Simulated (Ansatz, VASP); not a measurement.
**One calculation of SiO2, two programs**

Contents of POSCAR:

```
SiO2
1.0
    5.0596778151      0.0000000000      0.0000000000
   -2.5298389075      4.3818095228      0.0000000000
    0.0000000000      0.0000000000      5.5410855823
Si O
3 6
Direct
    0.0000000000      0.5000000000      0.3333333333
    0.5000000000      0.5000000000      0.6666666667
    0.5000000000      0.0000000000      0.0000000000
    0.5834989535      0.7917494768      0.8333333333
    0.7917494768      0.5834989535      0.5000000000
    0.7917494768      0.2082505232      0.1666666667
    0.4165010465      0.2082505232      0.8333333333
    0.2082505232      0.4165010465      0.5000000000
    0.2082505232      0.7917494768      0.1666666667
```

File INCAR.step1:

```
PREC = Accurate
ENCUT = 520
ISMEAR = 0
SIGMA = 0.05
LREAL = F
LASPH = T
NELM = 60
NBANDS = 34
GGA = PE
ALGO = Normal
EDIFF = 1E-4
LWAVE = T
LCHARG = F
```

The input INCAR.step2:

```
PREC = Accurate
ENCUT = 520
EDIFF = 1E-6
ISMEAR = 0
SIGMA = 0.05
LREAL = F
LASPH = T
NELM = 60
ALGO = Normal
ISIF = 2
LWAVE = F
LCHARG = F
METAGGA = R2SCAN
LMIXTAU = T
NBANDS = 34
ISTART = 1
```

File KPOINTS:

```
regular mesh
0
Gamma
  6 6 4
```

Input for Ansatz:

```yaml
crystal:
  lattice:
    - [5.0596778151, 0.0, 0.0]
    - [-2.5298389075, 4.3818095228, 0.0]
    - [0.0, 0.0, 5.5410855823]
  atoms:
    - { symbol: Si, position: [0.0, 0.5, 0.3333333333] }
    - { symbol: Si, position: [0.5, 0.5, 0.6666666667] }
    - { symbol: Si, position: [0.5, 0.0, 0.0] }
    - { symbol: O, position: [0.5834989535, 0.7917494768, 0.8333333333] }
    - { symbol: O, position: [0.7917494768, 0.5834989535, 0.5] }
    - { symbol: O, position: [0.7917494768, 0.2082505232, 0.1666666667] }
    - { symbol: O, position: [0.4165010465, 0.2082505232, 0.8333333333] }
    - { symbol: O, position: [0.2082505232, 0.4165010465, 0.5] }
    - { symbol: O, position: [0.2082505232, 0.7917494768, 0.1666666667] }
basis:
  ecutwfc: 500
kpoints:
  mp_grid: { grid: [6, 6, 4] }
hamiltonian:
  xc: r2scan
scf:
  occupations: { method: gaussian, width: 0.05 }
output:
  forces: true
  stress: true
  eigenvalues: true
  write_density: true
  write_potential: true
  elf: true
  volumetric_format: npy
```

Alike in both runs: task single point; functional r2SCAN; k mesh 6 × 6 × 4; occupations gaussian, width 0.05 eV; no spin polarisation.

|  | VASP | Ansatz |
| --- | --- | --- |
| version | VASP 6.6.1 | Ansatz 0.2.0 |
| potentials or method | VASP PAW PBE potentials, release 64 (Si, O), cutoff 520 eV | scalar-relativistic, plane waves, PAW |
| valence electrons in the cell | 48 | 48 |

Ansatz gave:

| Property | Result |
| --- | --- |
| gap on the k mesh at the Fermi level (eV) | 6.30 |
| least direct gap on the mesh (eV) | 6.49 |
| pressure (GPa) | 0.0 |
| rms of the force components (eV/Å) | 0.001 |

**Question.** Estimate VASP's values.

**Answer.** gap on the k mesh at the Fermi level (eV): 6.30; least direct gap on the mesh (eV): 6.49; pressure (GPa): 0.1; rms of the force components (eV/Å): 0.006.

VASP's potentials were made for PBE, not for r2SCAN. Atom by atom the forces differ by 0.005 eV/Å (rms over components).
